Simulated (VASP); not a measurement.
HfS2 (m.B), 3 atoms in the cell. The cell holds a sheet with vacuum, 3 atoms: a = 3.570 Å, b = 3.570 Å, c = 29.560 Å, α = 90.00°, β = 90.00°, γ = 120.00°. 

- Program: VASP 6.6.1
- Task: single point
- Functional: PBEsol
- Dispersion: D3(BJ)
- Potentials or basis: VASP PAW PBE potentials, release 64 (S, Hf_pv)
- Cutoff: 400 eV
- k mesh: 12 × 12 × 1
- Occupations: gaussian, width 0.03 eV
- Spin: no spin polarisation
- Dipole correction: yes
- Further INCAR settings: ALGO = Normal; EDIFF = 1e-06; NBANDS = 18; NELMDL = -8

Potentials or basis: VASP PAW PBE potentials, release 64 (S, Hf_pv).

The run is started by

```bash
$ cat potpaw_PBE.64/S/POTCAR potpaw_PBE.64/Hf_pv/POTCAR > POTCAR
$ mpirun -np 1 vasp_std > vasp.out
```

Hardware: 1 thread of AMD EPYC 7R13, on a shared host.

Task: Estimate the wall time of this run.

Result: Run time: 3.3 min on 1 thread of AMD EPYC 7R13, with other jobs on the host, peak memory 0.31 GiB. Counts: scf iterations 25, k points 19.
